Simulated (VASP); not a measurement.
# GaP (I-4m2) in VASP: notebook, part 2 of 2

VASP 6.6.1. The steps go on from the part before.

### Step 4. Single point, r2SCAN, non-collinear spin, zero start, spin-orbit coupling (uniaxial z strain -3.0%)

The input, POSCAR:

```
GaP
1.0
    0.0000000000      2.7253992874      2.6436373088
    2.7253992874      0.0000000000      2.6436373088
    2.7253992874      2.7253992874      0.0000000000
Ga P
1 1
Direct
    0.0000000000      0.0000000000      0.0000000000
    0.2500000000      0.2500000000      0.2500000000
```

The input, INCAR.step1:

```
SYSTEM = GaP
ALGO     = Normal         ! electronic algorithm
EDIFF    = 1E-4           ! SCF threshold, eV
ENCUT    = 520            ! plane-wave cutoff, eV
GGA      = PE             ! functional
GGA_COMPAT= .FALSE.      
ISMEAR   = -1             ! smearing method
LASPH    = .TRUE.         ! aspherical terms in the spheres
LCHARG   = .FALSE.        ! write CHGCAR
LREAL    = .FALSE.        ! projectors in reciprocal space
LSORBIT  = .TRUE.         ! spin-orbit coupling
LWAVE    = .TRUE.         ! write WAVECAR
MAGMOM   = 0 0 0 0 0 0    ! initial moments
NBANDS   = 30             ! bands
NELM     = 150            ! most SCF steps
PREC     = Accurate       ! precision mode
SIGMA    = 0.02           ! smearing width, eV
```

The input, INCAR.step2:

```
SYSTEM = GaP
ALGO     = Normal         ! electronic algorithm
EDIFF    = 1E-7           ! SCF threshold, eV
ENCUT    = 520            ! plane-wave cutoff, eV
GGA_COMPAT= .FALSE.      
ISIF     = 2              ! what is computed and relaxed
ISMEAR   = -1             ! smearing method
ISTART   = 1            
LASPH    = .TRUE.         ! aspherical terms in the spheres
LCHARG   = .TRUE.         ! write CHGCAR
LMIXTAU  = .TRUE.       
LORBIT   = 11             ! projections on sites
LORBMOM  = .TRUE.       
LREAL    = .FALSE.        ! projectors in reciprocal space
LSORBIT  = .TRUE.         ! spin-orbit coupling
LVHAR    = .TRUE.       
LWAVE    = .FALSE.        ! write WAVECAR
MAGMOM   = 0 0 0 0 0 0    ! initial moments
METAGGA  = R2SCAN         ! meta-GGA
NBANDS   = 30             ! bands
NELM     = 150            ! most SCF steps
PREC     = Accurate       ! precision mode
SIGMA    = 0.02           ! smearing width, eV
```

The input, KPOINTS:

```
k-points
0
G
  8 8 8
  0 0 0
```

Potentials or basis: VASP PAW PBE potentials, release 64 (Ga_d, P).

Started as:

```
$ cat potpaw_PBE.64/Ga_d/POTCAR potpaw_PBE.64/P/POTCAR > POTCAR
$ cp INCAR.step1 INCAR
$ mpirun -np 1 vasp_ncl > vasp.out
$ cp INCAR.step2 INCAR
$ mpirun -np 1 vasp_ncl > vasp.out
```

OUTCAR:

```text
SYSTEM = GaP
   EDIFF = 1E-7
   ENCUT = 520
   ISIF = 2
   ISMEAR = -1
   ISTART = 1
   LASPH = .TRUE.
   LORBIT = 11
   LREAL = .FALSE.
   LSORBIT = .TRUE.
   METAGGA = R2SCAN
   NELM = 150
   PREC = Accurate

 ion  position               nearest neighbor table
   1  0.000  0.000  0.000-   2 2.34   2 2.34   2 2.34   2 2.34
   2  0.250  0.250  0.250-   1 2.34   1 2.34   1 2.34   1 2.34

  LATTYP: Found a body centered tetragonal cell.
 ALAT       =     3.8542966351
 C/A-ratio  =     1.3717871555

  Lattice vectors:

 A1 = (   0.0000000000,  -2.7253992874,  -2.6436373088)
 A2 = (   0.0000000000,   2.7253992874,  -2.6436373088)
 A3 = (   2.7253992874,   0.0000000000,   2.6436373088)

Analysis of symmetry for initial positions (statically):
=====================================================================
 Subroutine PRICEL returns:
 Original cell was already a primitive cell.

 Routine SETGRP: Setting up the symmetry group for a
 body centered tetragonal supercell.

 Subroutine GETGRP returns: Found  8 space group operations
 (whereof  8 operations were pure point group operations)
[... 1054 lines left out ...]
     0.0000000     0.0000000     0.0000000     0.0000000     0.0000000     0.0000000     0.0000000
     0.0000000     0.0000000     0.0000000     0.0000000     0.0000000     0.0000000     0.0000000
     0.0000000     0.0000000     0.0000000     0.0000000     0.0000000     0.0000000     0.0000000
     0.0000000     0.0000000     0.0000000     0.0000000     0.0000000     0.0000000     0.0000000
     0.0000000     0.0000000     0.0000000     0.0000000     0.0000000     0.0000000     0.0000000

 Ion:    2  E_soc:     -0.0008306
 l=   1
     0.0000000    -0.0001392    -0.0001368
    -0.0001392     0.0000000    -0.0001392
    -0.0001368    -0.0001392     0.0000000
 l=   2
     0.0000000     0.0000000     0.0000000     0.0000000     0.0000000
     0.0000000     0.0000000     0.0000000     0.0000000     0.0000000
     0.0000000     0.0000000     0.0000000     0.0000000     0.0000000
     0.0000000     0.0000000     0.0000000     0.0000000     0.0000000
     0.0000000     0.0000000     0.0000000     0.0000000     0.0000000
 l=   3
     0.0000000     0.0000000     0.0000000     0.0000000     0.0000000     0.0000000     0.0000000
     0.0000000     0.0000000     0.0000000     0.0000000     0.0000000     0.0000000     0.0000000
     0.0000000     0.0000000     0.0000000     0.0000000     0.0000000     0.0000000     0.0000000
     0.0000000     0.0000000     0.0000000     0.0000000     0.0000000     0.0000000     0.0000000
     0.0000000     0.0000000     0.0000000     0.0000000     0.0000000     0.0000000     0.0000000
     0.0000000     0.0000000     0.0000000     0.0000000     0.0000000     0.0000000     0.0000000
     0.0000000     0.0000000     0.0000000     0.0000000     0.0000000     0.0000000     0.0000000

 total charge

# of ion       s       p       d       tot
------------------------------------------
    1        0.835   0.880  10.025  11.739
    2        1.008   1.561   0.000   2.569
--------------------------------------------------
tot          1.842   2.441  10.025  14.308

 magnetization (x)

# of ion       s       p       d       tot
------------------------------------------
    1       -0.000   0.000   0.000   0.000
    2        0.000  -0.000   0.000   0.000
--------------------------------------------------
tot          0.000   0.000   0.000   0.000

 magnetization (y)

# of ion       s       p       d       tot
------------------------------------------
    1        0.000  -0.000   0.000  -0.000
    2       -0.000   0.000   0.000  -0.000
--------------------------------------------------
tot         -0.000  -0.000   0.000  -0.000

 magnetization (z)

# of ion       s       p       d       tot
------------------------------------------
    1       -0.000   0.000  -0.000   0.000
    2        0.000   0.000   0.000   0.000
--------------------------------------------------
tot          0.000   0.000  -0.000   0.000
```

Wall time 8.2 min (1 thread of Intel Xeon 6975P-C (Granite Rapids), shared host); peak memory 0.39 GiB.

Results:

```yaml
Free_energy: -21.4524 eV
Pressure: 2.7 GPa
Net_moment: 0.00 μB per cell
Valence_electrons_inside_the_program's_atomic_spheres: Ga 11.74; P 2.57
```

Stress tensor (GPa, compression positive):
```
1.93 0.00 0.00
0.00 1.93 0.00
0.00 0.00 4.30
```

Moments on the atoms (μB; x, y, z):
```
Ga  0.00 0.00 0.00
P   0.00 0.00 0.00
```

Caveat: the cell differs from its parent crystal (uniaxial z strain -3.0%); the PAW data sets were made with another functional, which shifts forces and pressure a little.

### Step 5. Overview

| cell | smearing | pressure (GPa) | moment (μB) |
| --- | --- | --- | --- |
| a = 3.893, b = 3.893, c = 3.854 Å, angles 60.3, 60.3, 59.3°, 2 atoms | gaussian 0.01 eV | -1.7 | 0.00 |
| a = 3.913, b = 3.913, c = 3.854 Å, angles 60.5, 60.5, 59.0°, 2 atoms | gaussian 0.01 eV | -2.6 | 0.00 |
| a = 3.797, b = 3.797, c = 3.854 Å, angles 59.5, 59.5, 61.0°, 2 atoms | fermi-dirac 0.02 eV | 2.7 | 0.00 |

Alike in all rows: task single point; level r2SCAN; potentials or basis VASP PAW PBE potentials, release 64 (Ga_d, P); spin non-collinear, zero start, SOC; k mesh 8 × 8 × 8; cutoff (eV) 520.

Caveats: the PAW data sets were made with another functional, which shifts forces and pressure a little.

Absolute energies hang on the potentials; compare differences alone.
